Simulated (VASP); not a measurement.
# Ca3ZnSe4 (P-43m) in VASP: single point with RPBE

Aim: the single point of Ca3ZnSe4 with RPBE.

All numbers are computed with VASP 6.6.1; they aren't measurements. Logs are shortened: lines on timing, memory, paths and dates and some standing lists are left out, and cuts for length are marked.

### 1 The cell of the first run

Symmetry: P-43m, No. 215, cubic system. The conventional cell has a = 6.382 Å, b = 6.382 Å, c = 6.382 Å, α = 90.00°, β = 90.00°, γ = 90.00°. Se (site symmetry 3m) has 1 Zn at 2.54 Å and 3 Ca at 2.84 Å within 3.4 Å. Within 3.4 Å of Zn (site symmetry -43m) lie 4 Se at 2.54 Å. Ca (site symmetry -42m) has 4 Se at 2.84 Å within 3.7 Å.

### 2 Single point, RPBE

File INCAR:

```
SYSTEM = Ca3ZnSe4
  PREC = Accurate
  ENCUT = 520
  EDIFF = 1E-6
  ISMEAR = 0
  SIGMA = 0.02
  LREAL = .False.
  LASPH = .True.
  NELM = 60
  ALGO = Normal
  ISIF = 2
  LWAVE = .False.
  LCHARG = .True.
  GGA = RP
  LELF = .True.
  LVHAR = .True.
  NBANDS = 43
```

File KPOINTS:

```
regular mesh
0
Gamma
  4 4 4
  0 0 0
```

File POSCAR:

```
Ca3ZnSe4
1.0
    6.3818350000      0.0000000000      0.0000000000
    0.0000000000      6.3818350000      0.0000000000
    0.0000000000      0.0000000000      6.3818350000
Se Zn Ca
4 1 3
Direct
    0.2300930000      0.2300930000      0.2300930000
    0.2300930000      0.7699070000      0.7699070000
    0.7699070000      0.2300930000      0.7699070000
    0.7699070000      0.7699070000      0.2300930000
    0.0000000000      0.0000000000      0.0000000000
    0.5000000000      0.0000000000      0.5000000000
    0.5000000000      0.5000000000      0.0000000000
    0.0000000000      0.5000000000      0.5000000000
```

Potentials or basis: VASP PAW PBE potentials, release 64 (Se, Zn, Ca_sv).

On the command line:

```console
$ cat potpaw_PBE.64/Se/POTCAR potpaw_PBE.64/Zn/POTCAR potpaw_PBE.64/Ca_sv/POTCAR > POTCAR
$ mpirun -np 1 vasp_std > vasp.out
```

OUTCAR:

```text
SYSTEM = Ca3ZnSe4
   PREC = Accurate
   ENCUT = 520
   EDIFF = 1E-6
   ISMEAR = 0
   LREAL = .False.
   LASPH = .True.
   NELM = 60
   ISIF = 2
   GGA = RP

 ion  position               nearest neighbor table
   1  0.230  0.230  0.230-   5 2.54   6 2.84   7 2.84   8 2.84
   2  0.230  0.770  0.770-   5 2.54   6 2.84   7 2.84   8 2.84
   3  0.770  0.230  0.770-   5 2.54   6 2.84   7 2.84   8 2.84
   4  0.770  0.770  0.230-   5 2.54   6 2.84   7 2.84   8 2.84
   5  0.000  0.000  0.000-   1 2.54   2 2.54   3 2.54   4 2.54
   6  0.500  0.000  0.500-   1 2.84   2 2.84   3 2.84   4 2.84
   7  0.500  0.500  0.000-   1 2.84   2 2.84   3 2.84   4 2.84
   8  0.000  0.500  0.500-   1 2.84   2 2.84   3 2.84   4 2.84

  LATTYP: Found a simple cubic cell.
 ALAT       =     6.3818350000

  Lattice vectors:

 A1 = (   6.3818350000,   0.0000000000,   0.0000000000)
 A2 = (   0.0000000000,   6.3818350000,   0.0000000000)
 A3 = (   0.0000000000,   0.0000000000,   6.3818350000)

Analysis of symmetry for initial positions (statically):
=====================================================================
 Subroutine PRICEL returns:
 Original cell was already a primitive cell.

 Routine SETGRP: Setting up the symmetry group for a
 simple cubic supercell.

 Subroutine GETGRP returns: Found 24 space group operations
 (whereof 24 operations were pure point group operations)
 out of a pool of 48 trial point group operations.

The static configuration has the point symmetry T_d .

Analysis of symmetry for dynamics (positions and initial velocities):
=====================================================================
 Subroutine PRICEL returns:
 Original cell was already a primitive cell.

 Routine SETGRP: Setting up the symmetry group for a
 simple cubic supercell.

 Subroutine GETGRP returns: Found 24 space group operations
 (whereof 24 operations were pure point group operations)
 out of a pool of 48 trial point group operations.

The dynamic configuration has the point symmetry T_d .

 Subroutine INISYM returns: Found 24 space group operations
 (whereof 24 operations are pure point group operations),
 and found     1 'primitive' translations

----------------------------------------------------------------------------------------

                                     Primitive cell

  volume of cell :     259.9182

  direct lattice vectors                    reciprocal lattice vectors
     6.381835000  0.000000000  0.000000000     0.156694744  0.000000000  0.000000000
     0.000000000  6.381835000  0.000000000     0.000000000  0.156694744  0.000000000
     0.000000000  0.000000000  6.381835000     0.000000000  0.000000000  0.156694744

  length of vectors
     6.381835000  6.381835000  6.381835000     0.156694744  0.156694744  0.156694744

  position of ions in fractional coordinates (direct lattice)
     0.230093000  0.230093000  0.230093000
     0.230093000  0.769907000  0.769907000
     0.769907000  0.230093000  0.769907000
     0.769907000  0.769907000  0.230093000
     0.000000000  0.000000000  0.000000000
     0.500000000  0.000000000  0.500000000
     0.500000000  0.500000000  0.000000000
     0.000000000  0.500000000  0.500000000

  ion indices of the primitive-cell ions
   primitive index   ion index
                 1           1
                 2           2
                 3           3
                 4           4
                 5           5
                 6           6
                 7           7
                 8           8

----------------------------------------------------------------------------------------

 KPOINTS: regular mesh

Automatic generation of k-mesh.
 Grid dimensions read from file:
 generate k-points for:    4    4    4

 Generating k-lattice:

  Cartesian coordinates                     Fractional coordinates (reciprocal lattice)
     0.039173686  0.000000000  0.000000000     0.250000000  0.000000000  0.000000000
     0.000000000  0.039173686  0.000000000     0.000000000  0.250000000  0.000000000
     0.000000000  0.000000000  0.039173686     0.000000000  0.000000000  0.250000000

  Length of vectors
     0.039173686  0.039173686  0.039173686

  Shift w.r.t. Gamma in fractional coordinates (k-lattice)
     0.000000000  0.000000000  0.000000000

 Subroutine IBZKPT returns following result:
 ===========================================

 Found     10 irreducible k-points:

 Following reciprocal coordinates:
            Coordinates               Weight
  0.000000  0.000000  0.000000      1.000000
  0.250000  0.000000  0.000000      6.000000
  0.500000  0.000000  0.000000      3.000000
  0.250000  0.250000  0.000000     12.000000
  0.500000  0.250000  0.000000     12.000000
  0.500000  0.500000  0.000000      3.000000
  0.250000  0.250000  0.250000      8.000000
  0.500000  0.250000  0.250000     12.000000
  0.500000  0.500000  0.250000      6.000000
  0.500000  0.500000  0.500000      1.000000
   k-points           NKPTS =     10   k-points in BZ     NKDIM =     10   number of bands    NBANDS=     43
   number of dos      NEDOS =    301   number of ions     NIONS =      8
   total plane-waves  NPLWV = 110592
   dimension x,y,z NGX =    48 NGY =   48 NGZ =   48
   dimension x,y,z NGXF=    96 NGYF=   96 NGZF=   96
   ions per type =               4   1   3
   NGX,Y,Z   is equivalent  to a cutoff of  12.50, 12.50, 12.50 a.u.
   NGXF,Y,Z  is equivalent  to a cutoff of  25.01, 25.01, 25.01 a.u.
 SYSTEM =  Ca3ZnSe4
   PREC   = accura    normal or accurate (medium, high low for compatibility)
   ISTART =      0    job   : 0-new  1-cont  2-samecut
   ICHARG =      2    charge: 1-file 2-atom 10-const
   ISPIN  =      1    spin polarized calculation?
   LNONCOLLINEAR =      F non collinear calculations
   LSORBIT =      F    spin-orbit coupling
   LASPH  =      T    aspherical Exc in radial PAW
   ENCUT  =  520.0 eV  38.22 Ry    6.18 a.u.  11.87 11.87 11.87*2*pi/ulx,y,z
   NELM   =     60;   NELMIN=  2; NELMDL= -5     # of ELM steps
   EDIFF  = 0.1E-05   stopping-criterion for ELM
   LREAL  =      F    real-space projection
   EDIFFG = 0.1E-04   stopping-criterion for IOM
   NSW    =      0    number of steps for IOM
   IBRION =     -1    ionic relax: 0-MD 1-quasi-New 2-CG
   NFREE  =      0    steps in history (QN), initial steepest desc. (CG)
   ISIF   =      2    stress and relaxation
   ISYM   =      2    0-nonsym 1-usesym 2-fastsym
   POTIM  = 0.5000    time-step for ionic-motion
   TEBEG  =    0.0;   TEEND  =   0.0 temperature during run
   PSTRESS=    0.0 pullay stress
   NELECT =      66.0000    total number of electrons
   NUPDOWN=      -1.0000    fix difference up-down
   EMIN   =  10.00;   EMAX   =-10.00  energy-range for DOS
   EFERMI =   0.00;   METHOD = LEGACY
   ISMEAR =     0;   SIGMA  =   0.02  broadening in eV -4-tet -1-fermi 0-gaus
   EFERMI_NEDOS =   21; number of points for ismear=-14 and -15
   IALGO  =     38    algorithm
   IMIX   =      4    mixing-type and parameters
     AMIX     =   0.40;   BMIX     =  1.00
     AMIX_MAG =   1.60;   BMIX_MAG =  1.00
  volume/ion in A,a.u.               =      32.49       219.25
  Fermi-wavevector in a.u.,A,eV,Ry     =   1.036678  1.959037 14.622200  1.074701
  Thomas-Fermi vector in A             =   2.171080
   LORBIT       =      0    0 simple, 1 ext, 2 COOP (PROOUT), +10 PAW based schemes
   GGA     = RP    functional components
   LHFCALC =     F    Hartree Fock is set to
   AEXX    =    0.0000 exact exchange contribution
   IVDW    =     0    specifies the selected vdW correction
   LEPSILON=     F    determine dielectric tensor
   LRPA    =     F    only Hartree local field effects (RPA)
 non-spin polarized calculation
 Gauss-broadening in eV      SIGMA  =   0.02
  energy-cutoff  :      520.00
  volume of cell :      259.92
 maximum number of plane-waves:      7088
 NGX is ok and might be reduce to    48
   NGX = 23   NGY = 23   NGZ = 23

 number of electron      66.0000013 magnetization

 Free energy of the ion-electron system (eV)
  ---------------------------------------------------
  ext. energy  EPLUGINS =         0.00000000
  ---------------------------------------------------
  free energy    TOTEN  =       -30.49285917 eV

  energy without entropy =      -30.49285917  energy(sigma->0) =      -30.49285917

 E-fermi :   0.3202     XC(G=0):  -7.6389

 val. band max:        0.1638267161   @ k =   0.5000   0.0000   0.0000
 cond. band min:       2.3661643480   @ k =   0.0000   0.0000   0.0000
 fundamental gap:      2.2023376319
 Fermi energy:         0.3201842228

 k-point     1 :       0.0000    0.0000    0.0000
  band No.  band energies     occupation
      1     -39.3143      2.00000
      2     -39.3119      2.00000
      3     -39.3119      2.00000
      4     -20.3495      2.00000
      5     -20.3495      2.00000
      6     -20.3495      2.00000
[... 35 lines left out ...]
     42       5.8412      0.00000
     43       6.1772      0.00000

 k-point     2 :       0.2500    0.0000    0.0000
  band No.  band energies     occupation
      1     -39.3140      2.00000
      2     -39.3122      2.00000
      3     -39.3119      2.00000
      4     -20.3485      2.00000
      5     -20.3485      2.00000
      6     -20.3473      2.00000
[... 35 lines left out ...]
     42       5.8311      0.00000
     43       6.0571      0.00000

 k-point     3 :       0.5000    0.0000    0.0000
  band No.  band energies     occupation
      1     -39.3135      2.00000
      2     -39.3127      2.00000
      3     -39.3119      2.00000
      4     -20.3475      2.00000
      5     -20.3475      2.00000
      6     -20.3450      2.00000
[... 275 lines left out ...]
      6     -20.3305      2.00000
[... 35 lines left out ...]
     42       5.6453      0.00000
     43       5.6630      0.00000

 k-point    10 :       0.5000    0.5000    0.5000
  band No.  band energies     occupation
      1     -39.3127      2.00000
      2     -39.3127      2.00000
      3     -39.3127      2.00000
      4     -20.3736      2.00000
      5     -20.3305      2.00000
      6     -20.3305      2.00000
[... 35 lines left out ...]
     42       5.6951      0.00000
     43       5.7362      0.00000

------------------------ aborting loop because EDIFF is reached ----------------------------------------

  FORCE on cell =-STRESS in cart. coord.  units (eV):
  Direction    XX          YY          ZZ          XY          YZ          ZX
  --------------------------------------------------------------------------------------
  -------------------------------------------------------------------------------------
  Total        2.3098156      2.3098156      2.3098156      0.0000000     -0.0000000      0.0000000
  in kB       14.2380720     14.2380720     14.2380720      0.0000000     -0.0000000      0.0000000
  external PRESSURE =      14.2380720 kB  Pullay stress =       0.0000000 kB

 VOLUME and BASIS-vectors are now :
 -----------------------------------------------------------------------------
  energy-cutoff  :      520.00
  volume of cell :      259.92
      direct lattice vectors                 reciprocal lattice vectors
     6.381835000  0.000000000  0.000000000     0.156694744  0.000000000  0.000000000
     0.000000000  6.381835000  0.000000000     0.000000000  0.156694744  0.000000000
     0.000000000  0.000000000  6.381835000     0.000000000  0.000000000  0.156694744

 POSITION                                       TOTAL-FORCE (eV/Angst)
 -----------------------------------------------------------------------------------
      1.46842      1.46842      1.46842         0.006138      0.006138      0.006138
      1.46842      4.91342      4.91342         0.006138     -0.006138     -0.006138
      4.91342      1.46842      4.91342        -0.006138      0.006138     -0.006138
      4.91342      4.91342      1.46842        -0.006138     -0.006138      0.006138
      0.00000      0.00000      0.00000        -0.000000     -0.000000      0.000000
      3.19092      0.00000      3.19092        -0.000000     -0.000000     -0.000000
      3.19092      3.19092      0.00000        -0.000000      0.000000      0.000000
      0.00000      3.19092      3.19092        -0.000000     -0.000000     -0.000000
 -----------------------------------------------------------------------------------
    total drift:                                0.000000      0.000000      0.000000

  FREE ENERGIE OF THE ION-ELECTRON SYSTEM (eV)
  ---------------------------------------------------
  free  energy   TOTEN  =       -30.4928591702 eV

  energy  without entropy=      -30.4928591702  energy(sigma->0) =      -30.49285917
```

It took 1.8 min on 1 thread of Intel Xeon Platinum 8375C at 2.90GHz (Ice Lake), shared host; peak memory 0.38 GiB.

What came out:

```
Free energy            : -30.4929 eV
Pressure               : 1.4 GPa
Largest force          : 0.011 eV/Å
Band gap on the k mesh : 2.20 eV, indirect (least direct gap 2.27 eV)
```

Forces in eV/Å, atoms in the order of the input:
```
Se   0.006  0.006  0.006
Se   0.006 -0.006 -0.006
Se  -0.006  0.006 -0.006
Se  -0.006 -0.006  0.006
Zn   0.000  0.000  0.000
Ca   0.000  0.000  0.000
Ca   0.000  0.000  0.000
Ca   0.000  0.000  0.000
```

Caveat: the PAW data sets were made with another functional, which shifts forces and pressure a little. RPBE gaps usually lie below the measured ones, often by a third to a half.
